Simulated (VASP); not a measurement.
**BN: single point with PBE**

Crystal: BN.

```
B N
1.0
     2.55394    0.00000    0.00000
    -1.27697    2.21178    0.00000
     0.00000    0.00000    4.22685
B N
2 2
Cartesian
  1.2770 0.7373 4.2257
  0.0000 1.4745 2.1123
  1.2770 0.7373 2.4180
  0.0000 1.4745 0.3045
```

This cell differs from its parent crystal: all N atoms moved -0.225 Å, as atom 3 along Cartesian [0 0 1].

```yaml
Program: VASP 6.6.1
Task: single point
Functional: PBE
Potentials_or_basis: VASP PAW PBE potentials, release 64 (B, N)
Cutoff: 520 eV
k_mesh: 12 × 12 × 6
Occupations: gaussian, width 0.05 eV
Spin: no spin polarisation
Dipole_correction: no
Further_INCAR_settings: ALGO = Normal; EDIFF = 1e-06; NBANDS = 16
```

```json
{
  "Pressure": "11.8 GPa",
  "Largest force": "2.569 eV/Å",
  "Band gap on the k mesh": "4.42 eV, indirect (least direct gap 6.63 eV)"
}
```

Forces on the atoms (eV/Å):
```
B    0.000  0.000 -2.569
B    0.000  0.000 -2.569
N    0.000  0.000  2.569
N    0.000  0.000  2.569
```

Stress tensor (GPa, compression positive):
```
 4.75  0.00  0.00
 0.00  4.75  0.00
 0.00  0.00 25.84
```

Levels at points of the mesh, in eV from the valence-band top:
```csv
k point,band 4,band 5,band 6,band 7,band 8,band 9,band 10,band 11,band 12,band 13
"(0.00, 0.00, 0.00)",-3.86,-3.86,-2.23,-2.23,0.00,6.64,7.56,7.56,8.18,9.75
"(0.50, 0.00, 0.00)",-9.61,-7.21,-6.75,-4.57,-4.07,5.36,6.44,9.55,10.55,12.25
"(0.00, 0.00, 0.50)",-6.17,-3.10,-3.10,-3.10,-3.10,8.07,8.07,8.67,8.67,8.67
"(0.50, 0.00, 0.50)",-11.35,-5.77,-5.77,-3.45,-3.45,4.58,4.58,7.75,7.75,15.47
```

It took 15 s on 1 thread of Intel(R) Xeon(R) Platinum 8488C (Sapphire Rapids) (shared host), peak memory 0.14 GiB.

Caveat: the cell differs from its parent crystal (all N atoms moved -0.225 Å, as atom 3 along Cartesian [0 0 1]); forces of over 1 eV/Å act on the atoms, so gaps and moduli don't describe the material at rest. A k mesh can miss the band edges.
